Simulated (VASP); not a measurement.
Si: single point with LDA

The system is Si.

```
Si
1.0
    -3.25175    3.25175    1.90836
     3.25175   -3.25175    1.90836
     3.25175    3.25175   -1.90836
Si
4
Direct
  0.17884 0.17884 0.35769
  0.82116 0.82116 0.64231
  0.17884 0.82116 0.00000
  0.82116 0.17884 0.00000
```

This cell differs from its parent crystal: strain -0.015 along x and y, +0.000 along z.

* Program: VASP 6.6.1
* Task: single point
* Functional: LDA
* Potentials or basis: VASP PAW LDA potentials, release 64 (Si)
* Cutoff: 520 eV
* k mesh: 10 × 10 × 10
* Occupations: gaussian, width 0.03 eV
* Spin: no spin polarisation
* Dipole correction: no
* Further INCAR settings: ALGO = Normal; EDIFF = 1e-06; NBANDS = 16

```yaml
Pressure: 2.9 GPa
Largest_force: 0.242 eV/Å
Band_gap_on_the_k_mesh: 0.04 eV
```

Forces on the atoms (eV/Å):
```
Si   0.171  0.171  0.000
Si  -0.171 -0.171  0.000
Si  -0.171  0.171  0.000
Si   0.171 -0.171  0.000
```

Stress tensor (GPa, compression positive):
```
3.88 0.00 0.00
0.00 3.88 0.00
0.00 0.00 0.96
```

Levels at points of the mesh, in eV from the valence-band top:
| k point | band 4 | band 5 | band 6 | band 7 | band 8 | band 9 | band 10 | band 11 | band 12 | band 13 |
| --- | --- | --- | --- | --- | --- | --- | --- | --- | --- | --- |
| (0.00, 0.00, 0.00) | -5.74 | -4.02 | -1.65 | -1.65 | -0.66 | 1.16 | 1.62 | 1.62 | 2.19 | 2.19 |
| (0.50, 0.00, 0.00) | -6.27 | -4.62 | -3.74 | -2.57 | -1.46 | 0.65 | 2.40 | 2.91 | 3.41 | 4.30 |
| (0.50, 0.50, 0.00) | -5.05 | -3.02 | -2.23 | -1.99 | -1.81 | 1.40 | 1.68 | 1.87 | 4.08 | 4.23 |
| (0.50, 0.50, 0.50) | -5.38 | -3.23 | -0.28 | 0.00 | 0.00 | 0.04 | 3.54 | 3.65 | 4.19 | 4.39 |

Wall time 2.7 min on 1 thread of Intel Xeon 8259CL (shared host), peak memory 0.24 GiB.

Caveat: the cell differs from its parent crystal (strain -0.015 along x and y, +0.000 along z); semilocal functionals underestimate gaps, and a narrow one can read as zero. A k mesh can miss the band edges.
